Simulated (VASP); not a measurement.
Mg2WO4:

```
CELL_PARAMETERS angstrom
0.00000 3.55260 3.55260
3.55260 0.00000 3.55260
3.55260 3.55260 0.00000
ATOMIC_POSITIONS crystal
Mg 0.00000 0.00000 0.00000
Mg 0.75000 0.75000 0.75000
W 0.50000 0.50000 0.50000
O 0.33844 0.33844 0.33844
O 0.33844 0.33844 0.98467
O 0.33844 0.98467 0.33844
O 0.98467 0.33844 0.33844
```

- Program: VASP 6.6.1
- Task: relaxation of cell and atoms
- Functional: PBE
- Potentials or basis: VASP PAW PBE potentials, release 64 (Mg, W_sv, O)
- Cutoff: 600 eV
- k mesh: 4 × 4 × 4
- Occupations: gaussian, width 0.1 eV
- Spin: no spin polarisation

At the start: pressure 17.2 GPa; volume 12.81 Å³/atom.

How do energy, volume and symmetry change on relaxing?

Over 11 steps the energy falls by 1347.9 meV/atom and the volume is 18.26 Å³/atom (+42.6 %); space group F-43m (No. 216, to 0.05 Å).

Step by step:
```
step  energy change (eV)  largest force (eV/Å)  pressure (GPa)  volume (Å³)
   1              0.0000               12.6541           17.19        89.67
   2              9.1995               36.9510          107.86       108.72
   3             -7.9923                2.1927           24.66        98.34
   4             -8.0273                0.9985           22.15        97.75
   5             -8.7259                3.6988           -9.40       126.36
   6             -9.0391                2.2446           -0.93       114.77
   7             -9.4235                0.3747            1.79       125.23
   8             -9.4239                0.3073            1.69       124.96
   9             -9.4247                0.3761           -1.62       130.12
  10             -9.4349                0.0443           -0.04       127.56
  11             -9.4350                0.0035            0.00       127.84
```

Final structure:
```
Mg W O
1.0
     0.00000    3.99830    3.99830
     3.99830    0.00000    3.99830
     3.99830    3.99830    0.00000
Mg W O
2 1 4
Direct
  0.00000 0.00000 0.00000
  0.75000 0.75000 0.75000
  0.50000 0.50000 0.50000
  0.37031 0.37031 0.37031
  0.37031 0.37031 0.88907
  0.37031 0.88907 0.37031
  0.88907 0.37031 0.37031
```

Caveat: the k points lie up to 0.34 Å⁻¹ apart in the final cell; the volume moved by over 15 % at a fixed basis, so the end points are rough.
